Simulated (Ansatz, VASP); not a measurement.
**One calculation of BIr3Pd, two programs**

```
B Pd Ir
1.0
     3.01265    0.00000    0.00000
     0.00000    3.01265    0.00000
     0.00000    0.00000    7.43589
B Pd Ir
1 1 3
Direct
  0.50000 0.50000 0.00000
  0.00000 0.00000 0.00000
  0.50000 0.50000 0.27330
  0.50000 0.50000 0.72670
  0.00000 0.00000 0.50000
```

Alike in both runs: task relaxation of cell and atoms; functional PBE; k mesh 12 × 12 × 6; occupations gaussian, width 0.1 eV; no spin polarisation.

|  | VASP | Ansatz |
| --- | --- | --- |
| version | VASP 6.6.1 | Ansatz 0.2.0 |
| potentials or method | VASP PAW PBE potentials, release 64 (B, Pd, Ir), cutoff 600 eV | scalar-relativistic, plane waves, PAW |
| valence electrons in the cell | 40 | 72 |

Ansatz gave:

```
gap on the k mesh at the Fermi level, each at its own relaxed structure (eV) : none
relaxed volume (Å³/atom)                                                     : 13.50
relaxed cell length with the largest relative difference (Å)                 : 7.415
```

Question: Which values does VASP return?

Answer: gap on the k mesh at the Fermi level, each at its own relaxed structure (eV): none; relaxed volume (Å³/atom): 13.53; relaxed cell length with the largest relative difference (Å): 7.431.

A gap of «none» marks a metal or a gap that the smearing closes. VASP's potentials hold 40 valence electrons a cell and Ansatz's 72, so a difference there can come from the potentials and not from the codes.

Spin-orbit coupling is off throughout.
